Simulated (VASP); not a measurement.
**Si (a cell with a defect): single point with LDA**

Si (a cell with a defect):

```
Si
1.0
    10.86000    0.00000    0.00000
     0.00000   10.86000    0.00000
     0.00000    0.00000   10.86000
Si
63
Cartesian
  5.4335 -0.0136 0.0243
  6.7858 1.3620 1.3608
  8.1433 2.7154 0.0032
  9.4908 4.0751 1.3638
  8.1223 -0.0136 2.7130
  9.5116 1.3556 4.0688
  -0.0400 -0.0419 0.0020
  1.3493 1.3474 1.3613
  2.7335 2.7315 0.0161
  4.1328 4.1308 1.3487
  5.5207 5.5187 -0.0055
  7.1129 7.1110 1.0339
  9.4730 9.4710 1.3901
  2.7168 -0.0034 2.7139
  4.0801 1.3619 4.0665
  5.4366 2.7340 2.7100
  6.7979 4.1307 4.0140
  8.1522 5.5186 2.6261
  9.4908 6.7808 4.0696
  5.4327 -0.0034 5.4298
  6.7853 1.3473 6.7973
  8.1305 2.7314 5.4132
  9.5116 4.0758 6.7891
  8.1445 -0.0420 8.1867
  9.4927 1.3463 9.5139
  -0.0117 5.4316 0.0243
  1.3639 6.7839 1.3608
  2.7172 8.1415 0.0032
  4.0770 9.4890 1.3638
  -0.0015 2.7149 2.7138
  1.3638 4.0783 4.0664
  2.7359 5.4347 2.7099
  4.1328 6.7959 4.0137
  5.5206 8.1503 2.6259
  6.7827 9.4890 4.0696
  -0.0079 -0.0098 5.4357
  1.3575 1.3557 6.7890
  2.7173 2.7155 5.4292
  4.0801 4.0783 6.7828
  5.4366 5.4347 5.4107
  6.7857 6.7839 6.7827
  8.1433 8.1415 5.4293
  9.4926 9.4909 6.7984
  2.7108 -0.0098 8.1544
  4.0777 1.3556 9.4949
  5.4327 2.7150 8.1480
  6.7827 4.0752 9.5157
  8.1223 5.4316 8.1582
  9.4730 6.7546 9.5335
  -0.0117 8.1204 2.7132
  1.3575 9.5097 4.0689
  -0.0015 5.4309 5.4298
  1.3493 6.7834 6.7973
  2.7335 8.1285 5.4131
  4.0778 9.5096 6.7891
  -0.0079 2.7090 8.1545
  1.3575 4.0759 9.4951
  2.7168 5.4308 8.1481
  4.0770 6.7808 9.5158
  5.4334 8.1204 8.1583
  6.7565 9.4709 9.5338
  -0.0400 8.1427 8.1865
  1.3482 9.4909 9.5138
```

```
Program                : VASP 6.6.1
Task                   : single point
Functional             : LDA
Potentials or basis    : VASP PAW LDA potentials, release 64 (Si)
Cutoff                 : 520 eV
k mesh                 : 1 × 1 × 1
Occupations            : fermi-dirac, width 0.05 eV
Spin                   : collinear spin, zero start
Dipole correction      : no
Charge                 : 1
Further INCAR settings : LREAL = Auto; ALGO = Normal; EDIFF = 1e-07; NBANDS = 167; NELECT = 251.0
```

| Quantity | Value |
| --- | --- |
| Largest force | 0.768 eV/Å |
| Net moment | 0.00 μB per cell |
| Valence electrons inside the program's atomic spheres | Si 1.70, 1.71, 1.69, 1.68, 1.57, 1.65 (each value once) |

Forces in eV/Å, atoms in the order of the input:
```
Si  -0.030  0.040 -0.010
Si   0.015 -0.001 -0.016
Si   0.000 -0.025  0.003
Si   0.054 -0.048  0.010
Si   0.009  0.040  0.030
Si   0.034 -0.007  0.027
Si   0.047  0.047 -0.045
Si   0.028  0.027  0.053
Si   0.011  0.012 -0.100
Si  -0.070 -0.069  0.109
Si   0.180  0.181  0.014
Si  -0.440 -0.446  0.444
Si   0.037  0.038  0.000
Si   0.002 -0.008  0.021
Si  -0.028  0.046  0.027
Si   0.005 -0.011 -0.006
Si  -0.110 -0.069  0.070
Si  -0.013  0.181 -0.181
Si   0.055 -0.010  0.048
Si  -0.020 -0.007  0.000
Si  -0.053  0.027 -0.027
Si   0.102  0.011 -0.011
Si   0.034 -0.027  0.007
Si   0.045  0.047 -0.046
Si  -0.009  0.015  0.008
Si   0.039 -0.029 -0.010
Si   0.001  0.015 -0.014
Si  -0.023 -0.001  0.001
Si  -0.048  0.054  0.009
Si  -0.009  0.000  0.019
Si   0.045 -0.027  0.028
Si  -0.011  0.006 -0.006
Si  -0.070 -0.109  0.070
Si   0.180 -0.014 -0.180
Si  -0.010  0.054  0.048
Si   0.031  0.031  0.028
Si   0.001  0.003 -0.003
Si   0.005  0.001 -0.002
Si  -0.028 -0.027 -0.046
Si   0.006  0.006  0.011
Si   0.015  0.015  0.000
Si   0.000 -0.003  0.024
Si  -0.009 -0.008 -0.015
Si  -0.028  0.031 -0.031
Si  -0.028 -0.007 -0.034
Si  -0.020  0.000  0.008
Si  -0.011 -0.048 -0.054
Si   0.009 -0.029 -0.040
Si   0.038  0.000 -0.038
Si   0.039  0.010  0.029
Si  -0.007  0.032  0.028
Si  -0.010 -0.019 -0.001
Si   0.027 -0.053 -0.028
Si   0.012  0.101 -0.011
Si  -0.028  0.033  0.007
Si   0.031 -0.027 -0.030
Si  -0.007 -0.028 -0.033
Si   0.002 -0.021  0.008
Si  -0.047 -0.011 -0.054
Si  -0.030  0.010 -0.040
Si   0.001  0.038 -0.038
Si   0.047  0.045 -0.046
Si   0.013 -0.008  0.008
```

Levels at points of the mesh, in eV from the Fermi level:
Spin up:
```csv
k point,band 122,band 123,band 124,band 125,band 126,band 127,band 128,band 129
"(0.00, 0.00, 0.00)",-1.50,-0.76,-0.76,-0.71,0.07,0.10,0.10,0.21
```
Spin down:
| k point | band 122 | band 123 | band 124 | band 125 | band 126 | band 127 | band 128 | band 129 |
| --- | --- | --- | --- | --- | --- | --- | --- | --- |
| (0.00, 0.00, 0.00) | -1.50 | -0.76 | -0.76 | -0.71 | 0.07 | 0.10 | 0.10 | 0.21 |

Wall time 6.1 min on 1 thread of Intel(R) Xeon(R) 6975P-C (Granite Rapids) (shared host), peak memory 0.89 GiB.

Caveat: the k points lie up to 0.58 Å⁻¹ apart; the cell carries a net charge on a neutralising background, which shifts energy and pressure; the cell is charged against a uniform background, so pressure and absolute levels hang on convention.
